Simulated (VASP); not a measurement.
# Pb: single point with PBE

Crystal: Pb.

```
Pb
1.0
    -1.97966    1.97966    1.97966
     1.97966   -1.97966    1.97966
     1.97966    1.97966   -1.97966
Pb
1
Direct
  0.00000 0.00000 0.00000
```

| Item | Value |
| --- | --- |
| Program | VASP 6.6.1 |
| Task | single point |
| Functional | PBE |
| Potentials or basis | VASP PAW PBE potentials, release 64 (Pb_d) |
| Cutoff | 520 eV |
| k mesh | 9 × 9 × 9 |
| Occupations | gaussian, width 0.025 eV |
| Spin | no spin polarisation |

```yaml
Pressure: 0.6 GPa
Band_gap_on_the_k_mesh: zero (band 7 reaches 14.46 eV, above the bottom of band 8 at 5.02 eV)
```

Levels at points of the mesh, in eV from the Fermi level:
| k point | band 5 | band 6 | band 7 | band 8 | band 9 | band 10 |
| --- | --- | --- | --- | --- | --- | --- |
| (0.00, 0.00, 0.00) | -17.02 | -11.73 | 7.32 | 7.32 | 7.32 | 10.96 |

Wall time 34 s on 1 thread of Intel Xeon 8259CL (shared host), peak memory 0.16 GiB.

Caveat: spin-orbit coupling is left out, which moves the levels of the heavy elements.
